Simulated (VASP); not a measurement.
A run of VASP 6.6.1 is set up as follows.

Contents of INCAR:

```
PREC = Accurate
ENCUT = 600
EDIFF = 1E-6
ISMEAR = 0
SIGMA = 0.01
LREAL = False
LASPH = True
NELM = 60
ALGO = Normal
ISIF = 3
LWAVE = False
LCHARG = False
IBRION = 2
NSW = 100
EDIFFG = -0.002
PSTRESS = 100.0
```

The input KPOINTS:

```
Automatic mesh
0
Gamma
  10 10 10
```

File POSCAR:

```
GaN
1.0
    0.0000000000      2.2277074437      2.2277074437
    2.2277074437      0.0000000000      2.2277074437
    2.2277074437      2.2277074437      0.0000000000
Ga N
1 1
Direct
    0.0000000000      0.0000000000      0.0000000000
    0.2500000000      0.2500000000      0.2500000000
```

Potentials or basis: VASP PAW LDA potentials, release 64 (Ga_d, N).

Launch:

```console
$ cat potpaw_LDA.64/Ga_d/POTCAR potpaw_LDA.64/N/POTCAR > POTCAR
$ mpirun -np 1 vasp_std > vasp.out
```

Question: Predict the relaxed cell.

Answer: a = 3.109 Å, b = 3.109 Å, c = 3.109 Å, α = 60.00°, β = 60.00°, γ = 60.00°.

Question: Predict the relaxed volume.

Answer: 10.62 Å³/atom.

Question: What does it give for the band gap on the k mesh?

Answer: 2.23 eV, direct.

Question: Estimate the space group after relaxing (to 0.05 Å).

Answer: F-43m (No. 216).

Final structure:
```
Ga N
1.0
     0.00000    2.19812    2.19812
     2.19812    0.00000    2.19812
     2.19812    2.19812    0.00000
Ga N
1 1
Direct
  0.00000 0.00000 0.00000
  0.25000 0.25000 0.25000
```

Caveat: the cell is relaxed towards a set pressure, so the enthalpy falls and the energy may rise. As with any semilocal functional, this LDA gap is likely too small.
